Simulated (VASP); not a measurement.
Set up this calculation in VASP 6.6.1, as the native input.

- Task: single point
- Functional: PBE
- Potentials or basis: VASP PAW PBE potentials, release 64 (Cs_sv, Mg)
- Cutoff: 520 eV
- k mesh: 5 × 5 × 5
- Occupations: fermi-dirac, width 0.05 eV
- Spin: no spin polarisation
- Dipole correction: no
- Further INCAR settings: ALGO = Fast; EDIFF = 1e-07; NBANDS = 22

The structure of CsMg7 lies in POSCAR:

```
CsMg7
1.0
    7.0154397759      0.0000000000      0.0000000000
   -3.5077198880      6.0755490647      0.0000000000
    0.0000000000      0.0000000000      5.4458530000
Cs Mg
1 7
Direct
   -0.0003400000      0.0033740000     -0.0034180000
    0.6662430000      0.3306420000      0.5027560000
    0.6345580000      0.8193910000      0.5107910000
    0.1849940000      0.8196510000      0.5032090000
    0.1824650000      0.3637570000      0.4986190000
    0.4986590000      0.9946340000      0.0000820000
    0.4992290000      0.5119890000     -0.0045670000
    0.0101320000      0.5034750000      0.0036250000
```

This cell differs from its parent crystal: atoms moved at random.

These files were run (other wordings do the same):

INCAR

```
SYSTEM = CsMg7
ALGO = Fast ; EDIFF = 1E-7
ENCUT = 520 ; GGA = PE
ISIF = 2 ; ISMEAR = -1
LASPH = .TRUE. ; LCHARG = .FALSE.
LREAL = .FALSE. ; LWAVE = .FALSE.
NBANDS = 22 ; NELM = 60
PREC = Accurate ; SIGMA = 0.05
```

KPOINTS

```
k-points
0
G
  5 5 5
  0 0 0
```

Potentials or basis: VASP PAW PBE potentials, release 64 (Cs_sv, Mg).

Launch:

```bash
$ cat potpaw_PBE.64/Cs_sv/POTCAR potpaw_PBE.64/Mg/POTCAR > POTCAR
$ mpirun -np 1 vasp_std > vasp.out
```

It gave:

```yaml
Pressure: -0.1 GPa
Largest_force: 0.207 eV/Å
Band_gap_on_the_k_mesh: zero (an odd number of electrons rules out a gap without spin polarisation)
```

Caveat: the cell differs from its parent crystal (atoms moved at random); spin-orbit coupling is left out, which moves the levels of the heavy elements.

Wall time 4.7 min on 1 thread of AMD EPYC 7R43 64-Core Processor (Zen 3), on a shared host, peak memory 0.49 GiB.
